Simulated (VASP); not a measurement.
# MgPt2Se3 (Cmmm) in VASP: single point with r2SCAN+rVV10

Aim: the single point of MgPt2Se3 with r2SCAN+rVV10.

Everything below comes from runs of VASP 6.6.1. Logs are shortened: lines on timing, memory, paths and dates and some standing lists are left out, and cuts for length are marked.

## (1) The cell of the first run

The structure is orthorhombic, space group Cmmm (No. 65). The conventional cell has a = 5.596 Å, b = 9.897 Å, c = 4.509 Å, α = 90.00°, β = 90.00°, γ = 90.00°. Within 3.2 Å of Mg (site symmetry mmm) lie 2 Se at 2.44 Å. Within 3.7 Å of Pt (site symmetry 2/m) lie 6 Se at 2.65 to 2.84 Å and 2 Pt at 2.80 Å and 4 Mg at 3.63 Å. Within 3.2 Å of Se (site symmetry m2m) lie 1 Mg at 2.44 Å and 4 Pt at 2.65 Å and 2 Se at 2.80 Å. Se (site symmetry mmm) has 4 Pt at 2.84 Å and 4 Se at 3.37 Å and 4 Mg at 3.59 Å within 3.7 Å.

## (2) Single point, r2SCAN+rVV10

File POSCAR:

```
MgPt2Se3
1.0
    2.7981588196     -4.9482973370      0.0000000000
    2.7981588196      4.9482973370      0.0000000000
    0.0000000000      0.0000000000      4.5094305457
Mg Pt Se
1 2 3
Direct
    0.0000000000      0.0000000000      0.0000000000
    0.5000000000      0.0000000000      0.5000000000
    0.0000000000      0.5000000000      0.5000000000
    0.7529481177      0.2470518823      0.0000000000
    0.2470518823      0.7529481177      0.0000000000
    0.5000000000      0.5000000000      0.5000000000
```

File INCAR.step1:

```
SYSTEM = MgPt2Se3
  PREC = Accurate
  ENCUT = 520
  ISMEAR = -1
  SIGMA = 0.03
  LREAL = .FALSE.
  LASPH = .TRUE.
  NELM = 100
  NBANDS = 29
  GGA = PE
  ALGO = Normal
  EDIFF = 1E-4
  LWAVE = .TRUE.
  LCHARG = .FALSE.
```

File INCAR.step2:

```
SYSTEM = MgPt2Se3
  PREC = Accurate
  ENCUT = 520
  EDIFF = 1E-6
  ISMEAR = -1
  SIGMA = 0.03
  LREAL = .FALSE.
  LASPH = .TRUE.
  NELM = 100
  ALGO = Normal
  ISIF = 2
  LWAVE = .FALSE.
  LCHARG = .FALSE.
  METAGGA = R2SCAN
  LMIXTAU = .TRUE.
  LUSE_VDW = .TRUE.
  IVDW_NL = 2
  BPARAM = 11.95
  CPARAM = 0.0093
  NBANDS = 29
  ISTART = 1
```

File KPOINTS:

```
regular mesh
0
G
  6 6 6
  0 0 0
```

Potentials or basis: VASP PAW PBE potentials, release 64 (Mg, Pt, Se).

Launch:

```console
> cat potpaw_PBE.64/Mg/POTCAR potpaw_PBE.64/Pt/POTCAR potpaw_PBE.64/Se/POTCAR > POTCAR
> cp INCAR.step1 INCAR
> mpirun -np 1 vasp_std > vasp.out
> cp INCAR.step2 INCAR
> mpirun -np 1 vasp_std > vasp.out
```

OUTCAR:

```text
SYSTEM = MgPt2Se3
   PREC = Accurate
   ENCUT = 520
   EDIFF = 1E-6
   ISMEAR = -1
   LREAL = .FALSE.
   LASPH = .TRUE.
   NELM = 100
   ISIF = 2
   METAGGA = R2SCAN
   IVDW_NL = 2
   BPARAM = 11.95
   ISTART = 1

 ion  position               nearest neighbor table
   1  0.000  0.000  0.000-   4 2.44   5 2.44
   2  0.500  0.000  0.500-   4 2.65   5 2.65   4 2.65   5 2.65   3 2.80   3 2.80   6 2.84   6 2.84

   3  0.000  0.500  0.500-   4 2.65   5 2.65   4 2.65   5 2.65   2 2.80   2 2.80   6 2.84   6 2.84

   4  0.753  0.247  0.000-   1 2.44   2 2.65   3 2.65   2 2.65   3 2.65
   5  0.247  0.753  0.000-   1 2.44   2 2.65   3 2.65   2 2.65   3 2.65
   6  0.500  0.500  0.500-   2 2.84   3 2.84   2 2.84   3 2.84

  LATTYP: Found a base centered orthorhombic cell.
 ALAT       =     5.5963176392
 B/A-ratio  =     1.7684118937
 C/A-ratio  =     0.8057853103

  Lattice vectors:

 A1 = (   2.7981588196,  -4.9482973370,   0.0000000000)
 A2 = (   2.7981588196,   4.9482973370,   0.0000000000)
 A3 = (   0.0000000000,   0.0000000000,   4.5094305457)

Analysis of symmetry for initial positions (statically):
=====================================================================
 Subroutine PRICEL returns:
 Original cell was already a primitive cell.

 Routine SETGRP: Setting up the symmetry group for a
 base centered orthorhombic supercell.

 Subroutine GETGRP returns: Found  8 space group operations
 (whereof  8 operations were pure point group operations)
 out of a pool of  8 trial point group operations.

The static configuration has the point symmetry D_2h.

Analysis of symmetry for dynamics (positions and initial velocities):
=====================================================================
 Subroutine PRICEL returns:
 Original cell was already a primitive cell.

 Routine SETGRP: Setting up the symmetry group for a
 base centered orthorhombic supercell.

 Subroutine GETGRP returns: Found  8 space group operations
 (whereof  8 operations were pure point group operations)
 out of a pool of  8 trial point group operations.

The dynamic configuration has the point symmetry D_2h.

 Subroutine INISYM returns: Found  8 space group operations
 (whereof  8 operations are pure point group operations),
 and found     1 'primitive' translations

----------------------------------------------------------------------------------------

                                     Primitive cell

  volume of cell :     124.8762

  direct lattice vectors                    reciprocal lattice vectors
     2.798158820 -4.948297337  0.000000000     0.178688928 -0.101044858  0.000000000
     2.798158820  4.948297337  0.000000000     0.178688928  0.101044858  0.000000000
     0.000000000  0.000000000  4.509430546     0.000000000  0.000000000  0.221757490

  length of vectors
     5.684658241  5.684658241  4.509430546     0.205279800  0.205279800  0.221757490

  position of ions in fractional coordinates (direct lattice)
     0.000000000  0.000000000  0.000000000
     0.500000000  0.000000000  0.500000000
     0.000000000  0.500000000  0.500000000
     0.752948118  0.247051882  0.000000000
     0.247051882  0.752948118  0.000000000
     0.500000000  0.500000000  0.500000000

  ion indices of the primitive-cell ions
   primitive index   ion index
                 1           1
                 2           2
                 3           3
                 4           4
                 5           5
                 6           6

----------------------------------------------------------------------------------------

 KPOINTS: regular mesh

Automatic generation of k-mesh.
 Grid dimensions read from file:
 generate k-points for:    6    6    6

 Generating k-lattice:

  Cartesian coordinates                     Fractional coordinates (reciprocal lattice)
     0.029781488 -0.016840810  0.000000000     0.166666667  0.000000000  0.000000000
     0.029781488  0.016840810  0.000000000     0.000000000  0.166666667  0.000000000
     0.000000000  0.000000000  0.036959582     0.000000000  0.000000000  0.166666667

  Length of vectors
     0.034213300  0.034213300  0.036959582

  Shift w.r.t. Gamma in fractional coordinates (k-lattice)
     0.000000000  0.000000000  0.000000000

 Subroutine IBZKPT returns following result:
 ===========================================

 Found     52 irreducible k-points:

 Following reciprocal coordinates:
            Coordinates               Weight
  0.000000  0.000000  0.000000      1.000000
  0.166667  0.000000  0.000000      4.000000
  0.333333 -0.000000  0.000000      4.000000
  0.500000  0.000000  0.000000      2.000000
  0.166667  0.166667  0.000000      2.000000
  0.333333  0.166667  0.000000      4.000000
[... 16 lines left out ...]
  0.333333  0.333333  0.166667      4.000000
  0.500000  0.333333  0.166667      8.000000
 [... further k-points ...]
   k-points           NKPTS =     52   k-points in BZ     NKDIM =     52   number of bands    NBANDS=     29
   number of dos      NEDOS =    301   number of ions     NIONS =      6
   total plane-waves  NPLWV =  63504
   dimension x,y,z NGX =    42 NGY =   42 NGZ =   36
   dimension x,y,z NGXF=    84 NGYF=   84 NGZF=   72
   ions per type =               1   2   3
   NGX,Y,Z   is equivalent  to a cutoff of  12.28, 12.28, 13.27 a.u.
   NGXF,Y,Z  is equivalent  to a cutoff of  24.57, 24.57, 26.54 a.u.
 SYSTEM =  MgPt2Se3
   PREC   = accura    normal or accurate (medium, high low for compatibility)
   ISTART =      1    job   : 0-new  1-cont  2-samecut
   ICHARG =      0    charge: 1-file 2-atom 10-const
   ISPIN  =      1    spin polarized calculation?
   LNONCOLLINEAR =      F non collinear calculations
   LSORBIT =      F    spin-orbit coupling
   LASPH  =      T    aspherical Exc in radial PAW
   ENCUT  =  520.0 eV  38.22 Ry    6.18 a.u.  10.57 10.57  8.38*2*pi/ulx,y,z
   NELM   =    100;   NELMIN=  2; NELMDL=  0     # of ELM steps
   EDIFF  = 0.1E-05   stopping-criterion for ELM
   LREAL  =      F    real-space projection
   EDIFFG = 0.1E-04   stopping-criterion for IOM
   NSW    =      0    number of steps for IOM
   IBRION =     -1    ionic relax: 0-MD 1-quasi-New 2-CG
   NFREE  =      0    steps in history (QN), initial steepest desc. (CG)
   ISIF   =      2    stress and relaxation
   ISYM   =      2    0-nonsym 1-usesym 2-fastsym
   POTIM  = 0.5000    time-step for ionic-motion
   TEBEG  =    0.0;   TEEND  =   0.0 temperature during run
   PSTRESS=    0.0 pullay stress
   NELECT =      40.0000    total number of electrons
   NUPDOWN=      -1.0000    fix difference up-down
   EMIN   =  10.00;   EMAX   =-10.00  energy-range for DOS
   EFERMI =   0.00;   METHOD = LEGACY
   ISMEAR =    -1;   SIGMA  =   0.03  broadening in eV -4-tet -1-fermi 0-gaus
   EFERMI_NEDOS =   21; number of points for ismear=-14 and -15
   IALGO  =     38    algorithm
   IMIX   =      4    mixing-type and parameters
     AMIX     =   0.40;   BMIX     =  1.00
     AMIX_MAG =   1.60;   BMIX_MAG =  1.00
  volume/ion in A,a.u.               =      20.81       140.45
  Fermi-wavevector in a.u.,A,eV,Ry     =   1.120129  2.116738 17.071093  1.254690
  Thomas-Fermi vector in A             =   2.256774
   LORBIT       =      0    0 simple, 1 ext, 2 COOP (PROOUT), +10 PAW based schemes
   METAGGA = R2SCAN    functional components
   LHFCALC =     F    Hartree Fock is set to
   AEXX    =    0.0000 exact exchange contribution
   IVDW_NL    =     2    kernel type
   BPARAM     =11.9500
   IVDW    =     0    specifies the selected vdW correction
   LEPSILON=     F    determine dielectric tensor
   LRPA    =     F    only Hartree local field effects (RPA)
 non-spin polarized calculation
  energy-cutoff  :      520.00
  volume of cell :      124.88
 maximum number of plane-waves:      3389
   NGX = 21   NGY = 21   NGZ = 17

 number of electron      40.0000000 magnetization

 Free energy of the ion-electron system (eV)
  ---------------------------------------------------
  ext. energy  EPLUGINS =         0.00000000
  ---------------------------------------------------
  free energy    TOTEN  =      -149.54021692 eV

  energy without entropy =     -149.53459053  energy(sigma->0) =     -149.53740373

 E-fermi :   5.2699     XC(G=0): -10.8575

 val. band max:        5.2541889434   @ k =   0.3333   0.1667   0.0000
 cond. band min:       5.2796157609   @ k =  -0.3333   0.1667   0.0000
 fundamental gap:      0.0254268175
 Fermi energy:         5.2698859916

 k-point     1 :       0.0000    0.0000    0.0000
  band No.  band energies     occupation
      1     -10.7267      2.00000
      2      -7.7352      2.00000
      3      -7.6485      2.00000
      4      -2.7141      2.00000
      5      -1.4248      2.00000
      6      -0.0515      2.00000
[... 21 lines left out ...]
     28      10.9064      0.00000
     29      11.1782      0.00000

 k-point     2 :       0.1667    0.0000    0.0000
  band No.  band energies     occupation
      1     -10.5963      2.00000
      2      -8.1046      2.00000
      3      -7.6090      2.00000
      4      -2.1651      2.00000
      5      -1.3339      2.00000
      6      -0.1489      2.00000
[... 21 lines left out ...]
     28      11.4524      0.00000
     29      11.9679      0.00000

 k-point     3 :       0.3333   -0.0000    0.0000
  band No.  band energies     occupation
      1     -10.2143      2.00000
      2      -8.8508      2.00000
      3      -7.5600      2.00000
      4      -1.0751      2.00000
      5      -0.8755      2.00000
      6      -0.3113      2.00000
[... 21 lines left out ...]
     28      11.6718      0.00000
     29      13.0902      0.00000

 k-point     4 :       0.5000    0.0000    0.0000
  band No.  band energies     occupation
      1      -9.6426      2.00000
      2      -9.5760      2.00000
      3      -7.5360      2.00000
      4      -0.7205      2.00000
      5      -0.6578      2.00000
      6      -0.3890      2.00000
[... 597 lines left out ...]
     28      11.3901      0.00000
     29      12.7286      0.00000

 k-point    23 :       0.3333    0.3333    0.1667
  band No.  band energies     occupation
      1     -10.0055      2.00000
      2      -8.9394      2.00000
      3      -7.5095      2.00000
      4      -1.3801      2.00000
      5      -1.1834      2.00000
      6      -0.4741      2.00000
[... 21 lines left out ...]
     28      11.6320      0.00000
     29      12.1817      0.00000

 k-point    24 :       0.5000    0.3333    0.1667
  band No.  band energies     occupation
      1     -10.3592      2.00000
      2      -8.3176      2.00000
      3      -7.4577      2.00000
      4      -2.1153      2.00000
      5      -1.4461      2.00000
      6      -0.9548      2.00000
[... 21 lines left out ...]
     28      11.1051      0.00000
     29      11.1764      0.00000

 [... further k-points ...]

------------------------ aborting loop because EDIFF is reached ----------------------------------------

  FORCE on cell =-STRESS in cart. coord.  units (eV):
  Direction    XX          YY          ZZ          XY          YZ          ZX
  --------------------------------------------------------------------------------------
  -------------------------------------------------------------------------------------
  Total        0.3899795      0.0609690      0.3361773      0.0000000      0.0000000      0.0000000
  in kB        5.0034845      0.7822396      4.3131954      0.0000000      0.0000000      0.0000000
  external PRESSURE =       3.3663065 kB  Pullay stress =       0.0000000 kB

 VOLUME and BASIS-vectors are now :
 -----------------------------------------------------------------------------
  energy-cutoff  :      520.00
  volume of cell :      124.88
      direct lattice vectors                 reciprocal lattice vectors
     2.798158820 -4.948297337  0.000000000     0.178688928 -0.101044858  0.000000000
     2.798158820  4.948297337  0.000000000     0.178688928  0.101044858  0.000000000
     0.000000000  0.000000000  4.509430546     0.000000000  0.000000000  0.221757490

 POSITION                                       TOTAL-FORCE (eV/Angst)
 -----------------------------------------------------------------------------------
      0.00000      0.00000      0.00000        -0.000000      0.000000     -0.000000
      1.39908     -2.47415      2.25472         0.000000     -0.000000     -0.000000
      1.39908      2.47415      2.25472        -0.000000      0.000000     -0.000000
      2.79816     -2.50332      0.00000        -0.000000     -0.023013     -0.000000
      2.79816      2.50332      0.00000        -0.000000      0.023013      0.000000
      2.79816      0.00000      2.25472        -0.000000      0.000000     -0.000000
 -----------------------------------------------------------------------------------
    total drift:                               -0.000000      0.000000     -0.000000

  FREE ENERGIE OF THE ION-ELECTRON SYSTEM (eV)
  ---------------------------------------------------
  free  energy   TOTEN  =      -149.5402169242 eV

  energy  without entropy=     -149.5345905311  energy(sigma->0) =     -149.53740373
```

Wall time 22 min (1 thread of AMD EPYC 7R13, shared host); peak memory 0.59 GiB.

Results:

| Property | Result |
| --- | --- |
| Free energy | -149.5402 eV |
| Pressure | 0.3 GPa |
| Largest force | 0.023 eV/Å |
| Band gap on the k mesh | zero (bands 20 and 21 overlap by 1.78 eV) |

Forces in eV/Å, atoms in the order of the input:
```
Mg   0.000  0.000  0.000
Pt   0.000  0.000  0.000
Pt   0.000  0.000  0.000
Se   0.000 -0.023  0.000
Se   0.000  0.023  0.000
Se   0.000  0.000  0.000
```

Caveat: the PAW data sets were made with another functional, which shifts forces and pressure a little; spin-orbit coupling is left out, which moves the levels of the heavy elements.
